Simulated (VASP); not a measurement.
# LuH2 (Fm-3m) in VASP: notebook

The runs below take LuH2 through electric field gradients, with LDA.

All numbers are computed with VASP 6.6.1; they aren't measurements. Logs are shortened: lines on timing, memory, paths and dates and some standing lists are left out, and cuts for length are marked.

### 1 The cell of the first run

The structure is cubic, space group Fm-3m (No. 225). Conventional cell: a = 4.930 Å, b = 4.930 Å, c = 4.930 Å, α = 90.00°, β = 90.00°, γ = 90.00°. Within 2.8 Å of Lu (site symmetry m-3m) lie 8 H at 2.13 Å. H (site symmetry -43m) has 4 Lu at 2.13 Å and 6 H at 2.47 Å within 2.8 Å.

### 2 Electric field gradients, LDA (volume scaled by 0.94)

Contents of INCAR:

```
ALGO = Normal
EDIFF = 1E-8
ENCUT = 520
GGA = CA
GGA_COMPAT = False
ISIF = 2
ISMEAR = -1
LASPH = True
LCHARG = False
LEFG = True
LREAL = False
LWAVE = False
NBANDS = 20
NELM = 120
PREC = Accurate
SIGMA = 0.02
```

Contents of KPOINTS:

```
k-points
0
Gamma
  8 8 8
```

Contents of POSCAR:

```
LuH2
1.0
    0.0000000000      2.4651284426      2.4651284426
    2.4651284426      0.0000000000      2.4651284426
    2.4651284426      2.4651284426      0.0000000000
Lu H
1 2
Direct
    0.0000000000      0.0000000000      0.0000000000
    0.2500000000      0.2500000000      0.2500000000
    0.7500000000      0.7500000000      0.7500000000
```

Potentials or basis: VASP PAW PBE potentials, release 64 (Lu, H).

Command:

```bash
$ cat potpaw_PBE.64/Lu/POTCAR potpaw_PBE.64/H/POTCAR > POTCAR
$ mpirun -np 1 vasp_std > vasp.out
```

OUTCAR:

```text
EDIFF = 1E-8
   ENCUT = 520
   GGA = CA
   ISIF = 2
   ISMEAR = -1
   LASPH = True
   LREAL = False
   NELM = 120
   PREC = Accurate

 ion  position               nearest neighbor table
   1  0.000  0.000  0.000-   3 2.13   3 2.13   3 2.13   2 2.13   3 2.13   2 2.13   2 2.13   2 2.13

   2  0.250  0.250  0.250-   1 2.13   1 2.13   1 2.13   1 2.13
   3  0.750  0.750  0.750-   1 2.13   1 2.13   1 2.13   1 2.13

  LATTYP: Found a face centered cubic cell.
 ALAT       =     4.9302568852

  Lattice vectors:

 A1 = (   0.0000000000,   2.4651284426,   2.4651284426)
 A2 = (   2.4651284426,   0.0000000000,   2.4651284426)
 A3 = (   2.4651284426,   2.4651284426,   0.0000000000)

Analysis of symmetry for initial positions (statically):
=====================================================================
 Subroutine PRICEL returns:
 Original cell was already a primitive cell.

 Routine SETGRP: Setting up the symmetry group for a
 face centered cubic supercell.

 Subroutine GETGRP returns: Found 48 space group operations
 (whereof 48 operations were pure point group operations)
 out of a pool of 48 trial point group operations.

The static configuration has the point symmetry O_h .

Analysis of symmetry for dynamics (positions and initial velocities):
=====================================================================
 Subroutine PRICEL returns:
 Original cell was already a primitive cell.

 Routine SETGRP: Setting up the symmetry group for a
 face centered cubic supercell.

 Subroutine GETGRP returns: Found 48 space group operations
 (whereof 48 operations were pure point group operations)
 out of a pool of 48 trial point group operations.

The dynamic configuration has the point symmetry O_h .

 Subroutine INISYM returns: Found 48 space group operations
 (whereof 48 operations are pure point group operations),
 and found     1 'primitive' translations

----------------------------------------------------------------------------------------

                                     Primitive cell

  volume of cell :      29.9605

  direct lattice vectors                    reciprocal lattice vectors
     0.000000000  2.465128443  2.465128443    -0.202829188  0.202829188  0.202829188
     2.465128443  0.000000000  2.465128443     0.202829188 -0.202829188  0.202829188
     2.465128443  2.465128443  0.000000000     0.202829188  0.202829188 -0.202829188

  length of vectors
     3.486218077  3.486218077  3.486218077     0.351310459  0.351310459  0.351310459

  position of ions in fractional coordinates (direct lattice)
     0.000000000  0.000000000  0.000000000
     0.250000000  0.250000000  0.250000000
     0.750000000  0.750000000  0.750000000

  ion indices of the primitive-cell ions
   primitive index   ion index
                 1           1
                 2           2
                 3           3

----------------------------------------------------------------------------------------

 KPOINTS: k-points

Automatic generation of k-mesh.
 Grid dimensions read from file:
 generate k-points for:    8    8    8

 Generating k-lattice:

  Cartesian coordinates                     Fractional coordinates (reciprocal lattice)
    -0.025353648  0.025353648  0.025353648     0.125000000  0.000000000  0.000000000
     0.025353648 -0.025353648  0.025353648     0.000000000  0.125000000  0.000000000
     0.025353648  0.025353648 -0.025353648     0.000000000  0.000000000  0.125000000

  Length of vectors
     0.043913807  0.043913807  0.043913807

  Shift w.r.t. Gamma in fractional coordinates (k-lattice)
     0.000000000  0.000000000  0.000000000

 Subroutine IBZKPT returns following result:
 ===========================================

 Found     29 irreducible k-points:

 Following reciprocal coordinates:
            Coordinates               Weight
  0.000000  0.000000  0.000000      1.000000
  0.125000  0.000000  0.000000      8.000000
  0.250000  0.000000  0.000000      8.000000
  0.375000  0.000000  0.000000      8.000000
  0.500000  0.000000  0.000000      4.000000
  0.125000  0.125000  0.000000      6.000000
[... 16 lines left out ...]
  0.500000  0.250000  0.125000     48.000000
 -0.375000  0.250000  0.125000     24.000000
 [... further k-points ...]
   k-points           NKPTS =     29   k-points in BZ     NKDIM =     29   number of bands    NBANDS=     20
   number of dos      NEDOS =    301   number of ions     NIONS =      3
   total plane-waves  NPLWV =  21952
   dimension x,y,z NGX =    28 NGY =   28 NGZ =   28
   dimension x,y,z NGXF=    56 NGYF=   56 NGZF=   56
   ions per type =               1   2
   NGX,Y,Z   is equivalent  to a cutoff of  13.35, 13.35, 13.35 a.u.
   NGXF,Y,Z  is equivalent  to a cutoff of  26.70, 26.70, 26.70 a.u.
 SYSTEM =  unknown system
   PREC   = accura    normal or accurate (medium, high low for compatibility)
   ISTART =      0    job   : 0-new  1-cont  2-samecut
   ICHARG =      2    charge: 1-file 2-atom 10-const
   ISPIN  =      1    spin polarized calculation?
   LNONCOLLINEAR =      F non collinear calculations
   LSORBIT =      F    spin-orbit coupling
   LASPH  =      T    aspherical Exc in radial PAW
   ENCUT  =  520.0 eV  38.22 Ry    6.18 a.u.   6.48  6.48  6.48*2*pi/ulx,y,z
   NELM   =    120;   NELMIN=  2; NELMDL= -5     # of ELM steps
   EDIFF  = 0.1E-07   stopping-criterion for ELM
   LREAL  =      F    real-space projection
   EDIFFG = 0.1E-06   stopping-criterion for IOM
   NSW    =      0    number of steps for IOM
   IBRION =     -1    ionic relax: 0-MD 1-quasi-New 2-CG
   NFREE  =      0    steps in history (QN), initial steepest desc. (CG)
   ISIF   =      2    stress and relaxation
   ISYM   =      2    0-nonsym 1-usesym 2-fastsym
   POTIM  = 0.5000    time-step for ionic-motion
   TEBEG  =    0.0;   TEEND  =   0.0 temperature during run
   PSTRESS=    0.0 pullay stress
   NELECT =      27.0000    total number of electrons
   NUPDOWN=      -1.0000    fix difference up-down
   EMIN   =  10.00;   EMAX   =-10.00  energy-range for DOS
   EFERMI =   0.00;   METHOD = LEGACY
   ISMEAR =    -1;   SIGMA  =   0.02  broadening in eV -4-tet -1-fermi 0-gaus
   EFERMI_NEDOS =   21; number of points for ismear=-14 and -15
   IALGO  =     38    algorithm
   IMIX   =      4    mixing-type and parameters
     AMIX     =   0.40;   BMIX     =  1.00
     AMIX_MAG =   1.60;   BMIX_MAG =  1.00
  volume/ion in A,a.u.               =       9.99        67.39
  Fermi-wavevector in a.u.,A,eV,Ry     =   1.581296  2.988216 34.021332  2.500497
  Thomas-Fermi vector in A             =   2.681393
   LORBIT       =      0    0 simple, 1 ext, 2 COOP (PROOUT), +10 PAW based schemes
   GGA     = CA    functional components
   LHFCALC =     F    Hartree Fock is set to
   AEXX    =    0.0000 exact exchange contribution
   IVDW    =     0    specifies the selected vdW correction
   LEPSILON=     F    determine dielectric tensor
   LRPA    =     F    only Hartree local field effects (RPA)
 non-spin polarized calculation
  energy-cutoff  :      520.00
  volume of cell :       29.96
 maximum number of plane-waves:       869
 NGX is ok and might be reduce to    28
   NGX = 13   NGY = 13   NGZ = 13

 number of electron      26.9999997 magnetization

 Free energy of the ion-electron system (eV)
  ---------------------------------------------------
  ext. energy  EPLUGINS =         0.00000000
  ---------------------------------------------------
  free energy    TOTEN  =       -14.05812135 eV

  energy without entropy =      -14.05471984  energy(sigma->0) =      -14.05642059

 E-fermi :   2.6183     XC(G=0): -11.6954

 val. band max:        2.6149728764   @ k =   0.3750   0.2500   0.0000
 cond. band min:       2.6403451041   @ k =   0.5000   0.2500   0.1250
 fundamental gap:      0.0253722277
 Fermi energy:         2.6183486281

 k-point     1 :       0.0000    0.0000    0.0000
  band No.  band energies     occupation
      1     -53.0747      2.00000
      2     -23.7595      2.00000
      3     -23.7595      2.00000
      4     -23.7595      2.00000
      5      -6.8599      2.00000
      6      -2.5784      2.00000
[... 12 lines left out ...]
     19      13.2448      0.00000
     20      15.4207      0.00000
[... 507 lines left out ...]
 k-point    24 :      -0.3750    0.2500    0.1250
  band No.  band energies     occupation
      1     -53.0389      2.00000
      2     -24.2450      2.00000
      3     -23.9835      2.00000
      4     -23.8734      2.00000
      5      -3.3263      2.00000
      6      -2.5354      2.00000
[... 12 lines left out ...]
     19      11.2826      0.00000
     20      12.6741      0.00000

 [... further k-points ...]
[... 5 lines left out ...]
  --------------------------------------------------------------------------------------
  -------------------------------------------------------------------------------------
  Total       -0.1117988     -0.1117988     -0.1117988     -0.0000000      0.0000000     -0.0000000
  in kB       -5.9785962     -5.9785962     -5.9785962     -0.0000000      0.0000000     -0.0000000
  external PRESSURE =      -5.9785962 kB  Pullay stress =       0.0000000 kB

 VOLUME and BASIS-vectors are now :
 -----------------------------------------------------------------------------
  energy-cutoff  :      520.00
  volume of cell :       29.96
      direct lattice vectors                 reciprocal lattice vectors
     0.000000000  2.465128443  2.465128443    -0.202829188  0.202829188  0.202829188
     2.465128443  0.000000000  2.465128443     0.202829188 -0.202829188  0.202829188
     2.465128443  2.465128443  0.000000000     0.202829188  0.202829188 -0.202829188

 POSITION                                       TOTAL-FORCE (eV/Angst)
 -----------------------------------------------------------------------------------
      0.00000      0.00000      0.00000        -0.000000     -0.000000     -0.000000
      1.23256      1.23256      1.23256         0.000000     -0.000000     -0.000000
      3.69769      3.69769      3.69769         0.000000      0.000000      0.000000
 -----------------------------------------------------------------------------------
    total drift:                               -0.000000     -0.000000     -0.000000

  FREE ENERGIE OF THE ION-ELECTRON SYSTEM (eV)
  ---------------------------------------------------
  free  energy   TOTEN  =       -14.0581213455 eV

  energy  without entropy=      -14.0547198401  energy(sigma->0) =      -14.05642059

 Electric field gradients (V/A^2)
---------------------------------------------------------------------
 ion       V_xx      V_yy      V_zz      V_xy      V_xz      V_yz
---------------------------------------------------------------------
   1      -0.000    -0.000    -0.000     0.002     0.002     0.002
   2       0.000     0.000    -0.000     0.001     0.001     0.001
   3       0.000     0.000    -0.000     0.001     0.001     0.001
---------------------------------------------------------------------

 Electric field gradients after diagonalization (V/A^2)
 (convention: |V_zz| > |V_xx| > |V_yy|)
----------------------------------------------------------------------
 ion       V_xx      V_yy      V_zz     asymmetry (V_yy - V_xx)/ V_zz
----------------------------------------------------------------------
   1      -0.002    -0.002     0.004       0.000
   2      -0.001    -0.001     0.002       0.000
   3      -0.001    -0.001     0.002       0.000
----------------------------------------------------------------------

           NMR quadrupolar parameters

 Cq : quadrupolar parameter    Cq=e*Q*V_zz/h
 eta: asymmetry parameters     (V_yy - V_xx)/ V_zz
 Q  : nuclear electric quadrupole moment in mb (millibarn)
----------------------------------------------------------------------
 ion       Cq(MHz)       eta       Q (mb)
----------------------------------------------------------------------
   1       0.000       0.000       1.000
   2       0.000       0.000       1.000
   3       0.000       0.000       1.000
----------------------------------------------------------------------
```

Run time: 46 s. Hardware: 1 thread of Intel Xeon 8259CL, shared host; peak memory 0.16 GiB.

Results:

```yaml
Free_energy: -14.0581 eV
Pressure: -0.6 GPa
```

Caveat: without QUAD_EFG the Cq values of the log hold for a quadrupole moment of 1 mb, not for the nuclei; the PAW data sets were made with another functional, which shifts forces and pressure a little; spin-orbit coupling is left out, which moves the levels of the heavy elements.

### 3 Electric field gradients, LDA (volume scaled by 0.94)

Contents of INCAR:

```
SYSTEM = LuH2
ALGO     = Normal         ! electronic algorithm
EDIFF    = 1E-8           ! SCF threshold, eV
ENCUT    = 520            ! plane-wave cutoff, eV
GGA      = CA             ! functional
GGA_COMPAT= .False.      
ISIF     = 2              ! what is computed and relaxed
ISMEAR   = -1             ! smearing method
LASPH    = .True.         ! aspherical terms in the spheres
LCHARG   = .False.        ! write CHGCAR
LEFG     = .True.       
LREAL    = .False.        ! projectors in reciprocal space
LWAVE    = .False.        ! write WAVECAR
NBANDS   = 20             ! bands
NELM     = 120            ! most SCF steps
PREC     = Accurate       ! precision mode
SIGMA    = 0.02           ! smearing width, eV
```

Contents of KPOINTS:

```
k-points
0
Gamma
  8 8 8
  0 0 0
```

POSCAR is that of step 2.

Potentials or basis: VASP PAW PBE potentials, release 64 (Lu, H).

Command:

```bash
$ cat potpaw_PBE.64/Lu/POTCAR potpaw_PBE.64/H/POTCAR > POTCAR
$ mpirun -np 1 vasp_std > vasp.out
```

OUTCAR:

```text
SYSTEM = LuH2
   EDIFF = 1E-8
   ENCUT = 520
   GGA = CA
   ISIF = 2
   ISMEAR = -1
   LASPH = .True.
   LREAL = .False.
   NELM = 120
   PREC = Accurate

 ion  position               nearest neighbor table
   1  0.000  0.000  0.000-   3 2.13   3 2.13   3 2.13   2 2.13   3 2.13   2 2.13   2 2.13   2 2.13

   2  0.250  0.250  0.250-   1 2.13   1 2.13   1 2.13   1 2.13
   3  0.750  0.750  0.750-   1 2.13   1 2.13   1 2.13   1 2.13

[... 775 lines left out ...]
  free  energy   TOTEN  =       -14.0581213455 eV

  energy  without entropy=      -14.0547198401  energy(sigma->0) =      -14.05642059

 Electric field gradients (V/A^2)
---------------------------------------------------------------------
 ion       V_xx      V_yy      V_zz      V_xy      V_xz      V_yz
---------------------------------------------------------------------
   1      -0.000    -0.000    -0.000     0.002     0.002     0.002
   2       0.000     0.000    -0.000     0.001     0.001     0.001
   3       0.000     0.000    -0.000     0.001     0.001     0.001
---------------------------------------------------------------------

 Electric field gradients after diagonalization (V/A^2)
 (convention: |V_zz| > |V_xx| > |V_yy|)
----------------------------------------------------------------------
 ion       V_xx      V_yy      V_zz     asymmetry (V_yy - V_xx)/ V_zz
----------------------------------------------------------------------
   1      -0.002    -0.002     0.004       0.000
   2      -0.001    -0.001     0.002       0.000
   3      -0.001    -0.001     0.002       0.000
----------------------------------------------------------------------

           NMR quadrupolar parameters

 Cq : quadrupolar parameter    Cq=e*Q*V_zz/h
 eta: asymmetry parameters     (V_yy - V_xx)/ V_zz
 Q  : nuclear electric quadrupole moment in mb (millibarn)
----------------------------------------------------------------------
 ion       Cq(MHz)       eta       Q (mb)
----------------------------------------------------------------------
   1       0.000       0.000       1.000
   2       0.000       0.000       1.000
   3       0.000       0.000       1.000
----------------------------------------------------------------------
```

stdout:

```text
POSCAR found type information on POSCAR LuH
 POSCAR found :  2 types and       3 ions
 scaLAPACK will be used
 -----------------------------------------------------------------------------
|                                                                             |
|                                                                             |
|     You enforced a specific xc type in the INCAR file but a different       |
|     I HOPE YOU KNOW WHAT YOU ARE DOING!                                     |
|                                                                             |
 -----------------------------------------------------------------------------

 LDA part: xc-table for (Slater(with rela. corr.)+CA(PZ))
 , standard interpolation
 POSCAR, INCAR and KPOINTS ok, starting setup
 FFT: planning ... GRIDC
 FFT: planning ... GRID_SOFT
 FFT: planning ... GRID
 WAVECAR not read
 entering main loop
ion   1

ion   2

ion   3
```

It took 47 s on 1 thread of Intel Xeon 8259CL, shared host; peak memory 0.16 GiB.

Results:

* Free energy: -14.0581 eV
* Pressure: -0.6 GPa

Caveat: without QUAD_EFG the Cq values of the log hold for a quadrupole moment of 1 mb, not for the nuclei; the PAW data sets were made with another functional, which shifts forces and pressure a little; spin-orbit coupling is left out, which moves the levels of the heavy elements.
